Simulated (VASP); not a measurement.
Here is a VASP 6.6.1 calculation.

Contents of INCAR:

```
SYSTEM = HfO2
PREC = Accurate
ENCUT = 600
EDIFF = 1E-6
ISMEAR = 0
SIGMA = 0.01
LREAL = .False.
LASPH = .True.
NELM = 120
ALGO = Normal
ISIF = 2
LWAVE = .False.
LCHARG = .False.
GGA = PE
NBANDS = 31
GGA_COMPAT = .False.
```

File KPOINTS:

```
regular mesh
0
Gamma
  6 6 6
  0 0 0
```

The input POSCAR:

```
HfO2
1.0
    3.5580193300      0.0000000000      0.0000000000
    0.0000000000      3.5580193300      0.0000000000
    0.0000000000      0.0000000000      5.1718612100
Hf O
2 4
Direct
    0.5000000000      0.5000000000      0.5000000000
    1.0000000000      0.0000000000      1.0000000000
    1.0000000000      0.5000000000      0.6972078800
    0.5000000000      0.0000000000      0.3027921200
    0.5000000000      0.0000000000      0.8027921200
    1.0000000000      0.5000000000      1.1972078800
```

Potentials or basis: VASP PAW PBE potentials, release 64 (Hf_pv, O).

The run is started by

```sh
$ cat potpaw_PBE.64/Hf_pv/POTCAR potpaw_PBE.64/O/POTCAR > POTCAR
$ mpirun -np 1 vasp_std > vasp.out
```

Q: Predict the band gap on the k mesh.

A: 4.76 eV (least direct gap 4.84 eV).

Q: Estimate the pressure.

A: 6.3 GPa.

Stress tensor (GPa, compression positive):
```
6.53 0.00 0.00
0.00 6.53 0.00
0.00 0.00 5.74
```

Caveat: the cell stands under pressure; spin-orbit coupling is left out, which moves the levels of the heavy elements. A k mesh can miss the band edges.
